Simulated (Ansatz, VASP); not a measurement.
Two plane-wave programs on Al2O3

The input INCAR:

```
  PREC = Accurate
  ENCUT = 520
  EDIFF = 1E-7
  ISMEAR = 0
  SIGMA = 0.05
  LREAL = F
  LASPH = T
  NELM = 60
  ALGO = Normal
  ISIF = 2
  LWAVE = F
  LCHARG = F
  GGA = PS
  NBANDS = 35
```

KPOINTS

```
regular mesh
0
Gamma
  6 6 6
```

File POSCAR:

```
Al2O3
1.0
    2.3398700171      1.3509245843      4.0314400482
   -2.3398700171      1.3509245843      4.0314400482
    0.0000000000     -2.7018491685      4.0314400482
Al O
4 6
Direct
    0.8520350473      0.8520350473      0.8520350473
    0.6479649527      0.6479649527      0.6479649527
    0.1479649527      0.1479649527      0.1479649527
    0.3520350473      0.3520350473      0.3520350473
    0.0558571577      0.4441428423      0.7500000000
    0.7500000000      0.0558571577      0.4441428423
    0.4441428423      0.7500000000      0.0558571577
    0.9441428423      0.5558571577      0.2500000000
    0.2500000000      0.9441428423      0.5558571577
    0.5558571577      0.2500000000      0.9441428423
```

Input for Ansatz:

```yaml
crystal:
  lattice:
    - [2.3398700171, 1.3509245843, 4.0314400482]
    - [-2.3398700171, 1.3509245843, 4.0314400482]
    - [0.0, -2.7018491685, 4.0314400482]
  atoms:
    - { symbol: Al, position: [0.8520350473, 0.8520350473, 0.8520350473] }
    - { symbol: Al, position: [0.6479649527, 0.6479649527, 0.6479649527] }
    - { symbol: Al, position: [0.1479649527, 0.1479649527, 0.1479649527] }
    - { symbol: Al, position: [0.3520350473, 0.3520350473, 0.3520350473] }
    - { symbol: O, position: [0.0558571577, 0.4441428423, 0.75] }
    - { symbol: O, position: [0.75, 0.0558571577, 0.4441428423] }
    - { symbol: O, position: [0.4441428423, 0.75, 0.0558571577] }
    - { symbol: O, position: [0.9441428423, 0.5558571577, 0.25] }
    - { symbol: O, position: [0.25, 0.9441428423, 0.5558571577] }
    - { symbol: O, position: [0.5558571577, 0.25, 0.9441428423] }
basis:
  ecutwfc: 520.0
kpoints:
  mp_grid: { grid: [6, 6, 6] }
hamiltonian:
  xc: pbesol
  pseudopotentials: { kind: paw, azcp: { folder: soft_1 } }
scf:
  occupations: { method: gaussian, width: 0.05 }
output:
  forces: true
  stress: true
  eigenvalues: true
```

Alike in both runs: task single point; functional PBEsol; k mesh 6 × 6 × 6; occupations gaussian, width 0.05 eV; no spin polarisation.

```csv
,VASP,Ansatz
version,VASP 6.6.1,Ansatz 0.2.0
potentials or method,"VASP PAW PBE potentials, release 64 (Al, O), cutoff 520 eV","scalar-relativistic, plane waves, PAW"
valence electrons in the cell,48,48
```

Ansatz gave:

```
gap on the k mesh at the Fermi level (eV) : 6.91
least direct gap on the mesh (eV)         : 6.91
rms of the force components (eV/Å)        : 0.219
```

Q: Estimate VASP's values.

A: gap on the k mesh at the Fermi level (eV): 6.92; least direct gap on the mesh (eV): 6.92; rms of the force components (eV/Å): 0.226.

VASP's potentials were made for PBE, not for PBEsol, and Ansatz warns of the same on its side. Atom by atom the forces differ by 0.007 eV/Å (rms over components).
